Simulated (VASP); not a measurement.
# KF (Fm-3m) in VASP: settings compared

The runs below take KF through dielectric tensor, vibrations by perturbation theory, with PBE, PBEsol.

All numbers are computed with VASP 6.6.1; they aren't measurements. Logs are shortened: lines on timing, memory, paths and dates and some standing lists are left out, and cuts for length are marked.

## Step 1: The cell of the first run

It takes space group Fm-3m (No. 225, cubic). Conventional cell: a = 5.318 Å, b = 5.318 Å, c = 5.318 Å, α = 90.00°, β = 90.00°, γ = 90.00°. K (site symmetry m-3m) has 6 F at 2.66 Å within 3.5 Å. F (site symmetry m-3m) has 6 K at 2.66 Å within 3.5 Å.

## Step 2: Dielectric tensor, PBE

INCAR reads:

```
SYSTEM = KF
PREC = Accurate
ENCUT = 520
EDIFF = 1E-8
ISMEAR = 0
SIGMA = 0.01
LREAL = .FALSE.
LASPH = .TRUE.
NELM = 60
ALGO = Normal
ISIF = 2
LWAVE = .FALSE.
LCHARG = .FALSE.
GGA = PE
LEPSILON = .TRUE.
```

KPOINTS reads:

```
regular mesh
0
G
  8 8 8
  0 0 0
```

POSCAR reads:

```
KF
1.0
    0.0000000000      2.6589614660      2.6589614660
    2.6589614660      0.0000000000      2.6589614660
    2.6589614660      2.6589614660      0.0000000000
K F
1 1
Direct
    0.0000000000      0.0000000000      0.0000000000
    0.5000000000      0.5000000000      0.5000000000
```

Potentials or basis: VASP PAW PBE potentials, release 64 (K_sv, F).

Started as:

```
> cat potpaw_PBE.64/K_sv/POTCAR potpaw_PBE.64/F/POTCAR > POTCAR
> mpirun -np 1 vasp_std > vasp.out
```

OUTCAR:

```text
SYSTEM = KF
   PREC = Accurate
   ENCUT = 520
   EDIFF = 1E-8
   ISMEAR = 0
   LREAL = .FALSE.
   LASPH = .TRUE.
   NELM = 60
   ISIF = 2
   GGA = PE
   LEPSILON = .TRUE.

 ion  position               nearest neighbor table
   1  0.000  0.000  0.000-   2 2.66   2 2.66   2 2.66   2 2.66   2 2.66   2 2.66
   2  0.500  0.500  0.500-   1 2.66   1 2.66   1 2.66   1 2.66   1 2.66   1 2.66

  LATTYP: Found a face centered cubic cell.
 ALAT       =     5.3179229320

  Lattice vectors:

 A1 = (   0.0000000000,   2.6589614660,   2.6589614660)
 A2 = (   2.6589614660,   0.0000000000,   2.6589614660)
 A3 = (   2.6589614660,   2.6589614660,   0.0000000000)

Analysis of symmetry for initial positions (statically):
=====================================================================
 Subroutine PRICEL returns:
 Original cell was already a primitive cell.

 Routine SETGRP: Setting up the symmetry group for a
 face centered cubic supercell.

 Subroutine GETGRP returns: Found 48 space group operations
 (whereof 48 operations were pure point group operations)
 out of a pool of 48 trial point group operations.

The static configuration has the point symmetry O_h .

Analysis of symmetry for dynamics (positions and initial velocities):
=====================================================================
 Subroutine PRICEL returns:
 Original cell was already a primitive cell.

 Routine SETGRP: Setting up the symmetry group for a
 face centered cubic supercell.

 Subroutine GETGRP returns: Found 48 space group operations
 (whereof 48 operations were pure point group operations)
 out of a pool of 48 trial point group operations.

The dynamic configuration has the point symmetry O_h .

 Subroutine INISYM returns: Found 48 space group operations
 (whereof 48 operations are pure point group operations),
 and found     1 'primitive' translations

----------------------------------------------------------------------------------------

                                     Primitive cell

  volume of cell :      37.5981

  direct lattice vectors                    reciprocal lattice vectors
     0.000000000  2.658961466  2.658961466    -0.188043342  0.188043342  0.188043342
     2.658961466  0.000000000  2.658961466     0.188043342 -0.188043342  0.188043342
     2.658961466  2.658961466  0.000000000     0.188043342  0.188043342 -0.188043342

  length of vectors
     3.760339367  3.760339367  3.760339367     0.325700622  0.325700622  0.325700622

  position of ions in fractional coordinates (direct lattice)
     0.000000000  0.000000000  0.000000000
     0.500000000  0.500000000  0.500000000

  ion indices of the primitive-cell ions
   primitive index   ion index
                 1           1
                 2           2

----------------------------------------------------------------------------------------

 KPOINTS: regular mesh

Automatic generation of k-mesh.
 Grid dimensions read from file:
 generate k-points for:    8    8    8

 Generating k-lattice:

  Cartesian coordinates                     Fractional coordinates (reciprocal lattice)
    -0.023505418  0.023505418  0.023505418     0.125000000  0.000000000  0.000000000
     0.023505418 -0.023505418  0.023505418     0.000000000  0.125000000  0.000000000
     0.023505418  0.023505418 -0.023505418     0.000000000  0.000000000  0.125000000

  Length of vectors
     0.040712578  0.040712578  0.040712578

  Shift w.r.t. Gamma in fractional coordinates (k-lattice)
     0.000000000  0.000000000  0.000000000

 Subroutine IBZKPT returns following result:
 ===========================================

 Found     29 irreducible k-points:

 Following reciprocal coordinates:
            Coordinates               Weight
  0.000000  0.000000  0.000000      1.000000
  0.125000  0.000000  0.000000      8.000000
  0.250000  0.000000  0.000000      8.000000
  0.375000  0.000000  0.000000      8.000000
  0.500000  0.000000  0.000000      4.000000
  0.125000  0.125000  0.000000      6.000000
[... 16 lines left out ...]
  0.500000  0.250000  0.125000     48.000000
 -0.375000  0.250000  0.125000     24.000000
 [... further k-points ...]
   k-points           NKPTS =     29   k-points in BZ     NKDIM =     29   number of bands    NBANDS=     12
   number of dos      NEDOS =    301   number of ions     NIONS =      2
   total plane-waves  NPLWV =  21952
   dimension x,y,z NGX =    28 NGY =   28 NGZ =   28
   dimension x,y,z NGXF=    56 NGYF=   56 NGZF=   56
   ions per type =               1   1
   NGX,Y,Z   is equivalent  to a cutoff of  12.38, 12.38, 12.38 a.u.
   NGXF,Y,Z  is equivalent  to a cutoff of  24.76, 24.76, 24.76 a.u.
 SYSTEM =  KF
   PREC   = accura    normal or accurate (medium, high low for compatibility)
   ISTART =      0    job   : 0-new  1-cont  2-samecut
   ICHARG =      2    charge: 1-file 2-atom 10-const
   ISPIN  =      1    spin polarized calculation?
   LNONCOLLINEAR =      F non collinear calculations
   LSORBIT =      F    spin-orbit coupling
   LASPH  =      T    aspherical Exc in radial PAW
   ENCUT  =  520.0 eV  38.22 Ry    6.18 a.u.   6.99  6.99  6.99*2*pi/ulx,y,z
   NELM   =     60;   NELMIN=  2; NELMDL= -5     # of ELM steps
   EDIFF  = 0.1E-07   stopping-criterion for ELM
   LREAL  =      F    real-space projection
   EDIFFG = 0.1E-06   stopping-criterion for IOM
   NSW    =      0    number of steps for IOM
   IBRION =     -1    ionic relax: 0-MD 1-quasi-New 2-CG
   NFREE  =      0    steps in history (QN), initial steepest desc. (CG)
   ISIF   =      2    stress and relaxation
   ISYM   =      2    0-nonsym 1-usesym 2-fastsym
   POTIM  = 0.5000    time-step for ionic-motion
   TEBEG  =    0.0;   TEEND  =   0.0 temperature during run
   PSTRESS=    0.0 pullay stress
   NELECT =      16.0000    total number of electrons
   NUPDOWN=      -1.0000    fix difference up-down
   EMIN   =  10.00;   EMAX   =-10.00  energy-range for DOS
   EFERMI =   0.00;   METHOD = LEGACY
   ISMEAR =     0;   SIGMA  =   0.01  broadening in eV -4-tet -1-fermi 0-gaus
   EFERMI_NEDOS =   21; number of points for ismear=-14 and -15
   IALGO  =     38    algorithm
   IMIX   =      4    mixing-type and parameters
     AMIX     =   0.40;   BMIX     =  1.00
     AMIX_MAG =   1.60;   BMIX_MAG =  1.00
  volume/ion in A,a.u.               =      18.80       126.86
  Fermi-wavevector in a.u.,A,eV,Ry     =   1.231382  2.326974 20.630534  1.516302
  Thomas-Fermi vector in A             =   2.366194
   LORBIT       =      0    0 simple, 1 ext, 2 COOP (PROOUT), +10 PAW based schemes
   GGA     = PE    functional components
   LHFCALC =     F    Hartree Fock is set to
   AEXX    =    0.0000 exact exchange contribution
   IVDW    =     0    specifies the selected vdW correction
   LEPSILON=     T    determine dielectric tensor
   LRPA    =     F    only Hartree local field effects (RPA)
 non-spin polarized calculation
 Gauss-broadening in eV      SIGMA  =   0.01
  energy-cutoff  :      520.00
  volume of cell :       37.60
 maximum number of plane-waves:      1036
   NGX = 13   NGY = 13   NGZ = 13

--------------------------------------- Ionic step        1  -------------------------------------------

 number of electron      16.0000010 magnetization

 E-fermi :  -2.6590     XC(G=0):  -8.4697

 val. band max:       -2.7652427445   @ k =   0.0000   0.0000   0.0000
 cond. band min:       3.4771793603   @ k =   0.0000   0.0000   0.0000
 fundamental gap:      6.2424221048
 Fermi energy:        -2.6590477215

 k-point     1 :       0.0000    0.0000    0.0000
  band No.  band energies     occupation
      1     -28.8629      2.00000
      2     -21.4291      2.00000
      3     -12.1025      2.00000
      4     -12.1025      2.00000
      5     -12.1025      2.00000
      6      -2.7653      2.00000
      7      -2.7652      2.00000
      8      -2.7652      2.00000
      9       3.4772      0.00000
     10       7.9543      0.00000
     11       7.9543      0.00000
     12       7.9543      0.00000
[... 331 lines left out ...]
 k-point    24 :      -0.3750    0.2500    0.1250
  band No.  band energies     occupation
      1     -28.7489      2.00000
      2     -21.5004      2.00000
      3     -12.4350      2.00000
      4     -12.3283      2.00000
      5     -12.1774      2.00000
      6      -3.3448      2.00000
      7      -3.0505      2.00000
      8      -3.0245      2.00000
      9       6.6916      0.00000
     10       7.3984      0.00000
     11       8.9938      0.00000
     12      10.0305      0.00000

 [... further k-points ...]

  FORCE on cell =-STRESS in cart. coord.  units (eV):
  Direction    XX          YY          ZZ          XY          YZ          ZX
  --------------------------------------------------------------------------------------
  -------------------------------------------------------------------------------------
  Total        0.4612059      0.4612059      0.4612059     -0.0000000     -0.0000000     -0.0000000
  in kB       19.6534728     19.6534728     19.6534728     -0.0000000     -0.0000000     -0.0000000
  external PRESSURE =      19.6534728 kB  Pullay stress =       0.0000000 kB

 VOLUME and BASIS-vectors are now :
 -----------------------------------------------------------------------------
  energy-cutoff  :      520.00
  volume of cell :       37.60
      direct lattice vectors                 reciprocal lattice vectors
     0.000000000  2.658961466  2.658961466    -0.188043342  0.188043342  0.188043342
     2.658961466  0.000000000  2.658961466     0.188043342 -0.188043342  0.188043342
     2.658961466  2.658961466  0.000000000     0.188043342  0.188043342 -0.188043342

 POSITION                                       TOTAL-FORCE (eV/Angst)
 -----------------------------------------------------------------------------------
      0.00000      0.00000      0.00000        -0.000000      0.000000     -0.000000
      2.65896      2.65896      2.65896         0.000000     -0.000000      0.000000
 -----------------------------------------------------------------------------------
    total drift:                                0.000000      0.000000      0.000000

  FREE ENERGIE OF THE ION-ELECTRON SYSTEM (eV)
  ---------------------------------------------------
  free  energy   TOTEN  =        -8.2835933305 eV

  energy  without entropy=       -8.2835933305  energy(sigma->0) =       -8.28359333

 HEAD OF MICROSCOPIC STATIC DIELECTRIC TENSOR (INDEPENDENT PARTICLE, excluding Hartree and local field effects)
 ------------------------------------------------------
           2.112716     0.000000     0.000000
           0.000000     2.112716     0.000000
           0.000000    -0.000000     2.112716
 ------------------------------------------------------

 Free energy of the ion-electron system (eV)
  ---------------------------------------------------
  ---------------------------------------------------
  free energy    TOTEN  =        -0.11401595 eV

  energy without entropy =       -0.11401595

------------------------ aborting loop because EDIFF is reached ----------------------------------------

--------------------------------------- Ionic step        2  -------------------------------------------

------------------------ aborting loop because EDIFF is reached ----------------------------------------

--------------------------------------- Ionic step        3  -------------------------------------------

 Free energy of the ion-electron system (eV)
  ---------------------------------------------------
  ---------------------------------------------------
  free energy    TOTEN  =        -0.11401604 eV

  energy without entropy =       -0.11401604

------------------------ aborting loop because EDIFF is reached ----------------------------------------

 PIEZOELECTRIC TENSOR FIELD DIRECTION 3  (e Angst)
 -----------------------------------------------------------------------------
    -0.00008  0.00000  0.00000           ( -0.00000  0.00000  0.00000)
     0.00000 -0.00008  0.00000           (  0.00000 -0.00000  0.00000)
     0.00000  0.00000 -0.00020           (  0.00000  0.00000 -0.00001)

 PIEZOELECTRIC TENSOR FIELD DIRECTION 3  (C/m^2)
 -----------------------------------------------------------------------------
    -0.00003  0.00000  0.00000
     0.00000 -0.00003  0.00000
     0.00000  0.00000 -0.00008

 MACROSCOPIC STATIC DIELECTRIC TENSOR (including local field effects in DFT)
 ------------------------------------------------------
           1.992599     0.000000     0.000000
           0.000000     1.992599    -0.000000
           0.000000     0.000000     1.992599
 ------------------------------------------------------

 PIEZOELECTRIC TENSOR (including local field effects)  for field in x, y, z        (e  Angst)
          XX          YY          ZZ          XY          YZ          ZX
  --------------------------------------------------------------------------------
  x     0.00000     0.00000     0.00000     0.00000     0.00000     0.00000
  y     0.00000     0.00000     0.00000     0.00000     0.00000     0.00000
  z     0.00000     0.00000     0.00000     0.00000     0.00000     0.00000

 PIEZOELECTRIC TENSOR (including local field effects)  for field in x, y, z        (C/m^2)
          XX          YY          ZZ          XY          YZ          ZX
  --------------------------------------------------------------------------------
  x     0.00000     0.00000     0.00000     0.00000     0.00000     0.00000
  y     0.00000     0.00000     0.00000     0.00000     0.00000     0.00000
  z     0.00000     0.00000     0.00000     0.00000     0.00000     0.00000

 BORN EFFECTIVE CHARGES (including local field effects) (in |e|, cummulative output)
 ---------------------------------------------------------------------------------
 ion    1
    1     1.13883    -0.00000     0.00000
    2    -0.00000     1.13883    -0.00000
    3    -0.00000    -0.00000     1.13883
 ion    2
    1    -1.13883     0.00000    -0.00000
    2     0.00000    -1.13883     0.00000
    3     0.00000     0.00000    -1.13883
```

Run time: 10 min. Hardware: 1 thread of AMD EPYC 7R13, shared host; peak memory 0.19 GiB.

What came out:

```
Band gap on the k mesh                  : 6.24 eV, direct
Electronic dielectric tensor (diagonal) : 1.99
Born charges (mean of the diagonal)     : K +1.14; F -1.14 e
```

Electronic dielectric tensor:
```
1.99 0.00 0.00
0.00 1.99 0.00
0.00 0.00 1.99
```

Born effective charge tensors (e):
atom 1, K
```
1.14 0.00 0.00
0.00 1.14 0.00
0.00 0.00 1.14
```
atom 2, F
```
-1.14  0.00  0.00
 0.00 -1.14  0.00
 0.00  0.00 -1.14
```

A k mesh can miss the band edges. A hybrid or GW would open this gap; PBE tends to underestimate it.

(Continued in part 2 of 2.)
